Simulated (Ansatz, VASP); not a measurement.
**One calculation of SnTe, two programs**

INCAR

```
SYSTEM = SnTe
  ALGO = Normal
  EDIFF = 1E-6
  ENCUT = 520
  GGA = PE
  ISIF = 2
  ISMEAR = 0
  LASPH = .True.
  LCHARG = .True.
  LELF = .True.
  LREAL = .False.
  LVHAR = .True.
  LWAVE = .False.
  NBANDS = 17
  NELM = 100
  PREC = Accurate
  SIGMA = 0.01
```

File KPOINTS:

```
k-points
0
Gamma
  8 8 8
  0 0 0
```

Contents of POSCAR:

```
SnTe
1.0
    4.4559750000      0.0000000000      0.0000000000
    2.2279875000      3.8589875486      0.0000000000
    2.2279875000      1.2863291829      3.6382883522
Sn Te
1 1
Direct
    0.0000000000      0.0000000000      0.0000000000
    0.5000000000      0.5000000000      0.5000000000
```

Input for Ansatz:

```yaml
crystal:
  lattice:
    - [4.455975, 0.0, 0.0]
    - [2.2279875000000002, 3.8589875486283636, 0.0]
    - [2.2279875000000002, 1.2863291828761214, 3.638288352199423]
  atoms:
    - { symbol: Sn, position: [0.0, 0.0, 0.0] }
    - { symbol: Te, position: [0.5000000000000002, 0.49999999999999983, 0.5] }
basis:
  ecutwfc: 476.19925930478996
kpoints:
  mp_grid:
    grid: [8, 8, 8]
hamiltonian:
  xc: pbe
scf:
  occupations:
    method: fixed
output:
  forces: true
  stress: true
```

Alike in both runs: task single point; functional PBE; k mesh 8 × 8 × 8; no spin polarisation.

|  | VASP | Ansatz |
| --- | --- | --- |
| version | VASP 6.6.1 | Ansatz 0.2.0 |
| potentials or method | VASP PAW PBE potentials, release 64 (Sn_d, Te), cutoff 520 eV | plane waves, PAW |
| occupations | gaussian, width 0.01 eV | fixed |
| valence electrons in the cell | 20 | 30 |

|  | VASP | Ansatz | Ansatz less VASP |
| --- | --- | --- | --- |
| pressure (GPa) | 2.2 | 2.3 | +0.07 |

VASP's potentials hold 20 valence electrons a cell and Ansatz's 30, so a difference there can come from the potentials and not from the codes.

Spin-orbit coupling is off throughout.
